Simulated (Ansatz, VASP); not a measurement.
# Ti: VASP beside Ansatz

The input POSCAR:

```
Ti
1.0
    2.9057478925      0.0000000000      0.0000000000
   -1.4528739462      2.5164514919      0.0000000000
    0.0000000000      0.0000000000      4.8265800000
Ti
2
Direct
    0.3333333333      0.6666666667      0.2500000000
    0.6666666667      0.3333333333      0.7500000000
```

File INCAR.step1:

```
SYSTEM = Ti
ALGO = Normal
EDIFF = 1E-4
ENCUT = 520
GGA = PE
ISMEAR = 0
LASPH = .TRUE.
LCHARG = .FALSE.
LREAL = .FALSE.
LWAVE = .TRUE.
NBANDS = 19
NELM = 60
PREC = Accurate
SIGMA = 0.15
```

INCAR.step2

```
SYSTEM = Ti
ALGO = Normal
EDIFF = 1E-6
ENCUT = 520
ISIF = 2
ISMEAR = 0
ISTART = 1
LASPH = .TRUE.
LCHARG = .FALSE.
LMIXTAU = .TRUE.
LREAL = .FALSE.
LWAVE = .FALSE.
METAGGA = R2SCAN
NBANDS = 19
NELM = 60
PREC = Accurate
SIGMA = 0.15
```

The input KPOINTS:

```
k-points
0
G
  18 18 10
  0 0 0
```

Input for Ansatz:

```yaml
crystal:
  lattice:
    - [2.9057478925, 0.0, 0.0]
    - [-1.4528739462, 2.5164514919, 0.0]
    - [0.0, 0.0, 4.82658]
  atoms:
    - { symbol: Ti, position: [0.3333333333, 0.6666666667, 0.25] }
    - { symbol: Ti, position: [0.6666666667, 0.3333333333, 0.75] }
basis:
  ecutwfc: 500
kpoints:
  mp_grid: { grid: [18, 18, 10] }
hamiltonian:
  xc: r2scan
scf:
  occupations: { method: gaussian, width: 0.15 }
output:
  forces: true
  stress: true
  eigenvalues: true
```

Change from the starting cell: strain -0.015 along x and y, +0.030 along z, atoms carried along.

Alike in both runs: task single point; functional r2SCAN; k mesh 18 × 18 × 10; occupations gaussian, width 0.15 eV; no spin polarisation.

```csv
,VASP,Ansatz
version,VASP 6.6.1,Ansatz 0.2.0
potentials or method,"VASP PAW PBE potentials, release 64 (Ti_sv), cutoff 520 eV","scalar-relativistic, plane waves, PAW"
valence electrons in the cell,24,24
```

Ansatz gave:

```
gap on the k mesh at the Fermi level (eV)                     : none
pressure (GPa)                                                : -2.1
traceless stress, the component that is largest in VASP (GPa) : -4.07
```

Q: What did VASP give for the same quantities?

A: gap on the k mesh at the Fermi level (eV): none; pressure (GPa): -1.8; traceless stress, the component that is largest in VASP (GPa): -4.08.

VASP's potentials were made for PBE, not for r2SCAN. A gap of «none» marks a metal or a gap that the smearing closes.
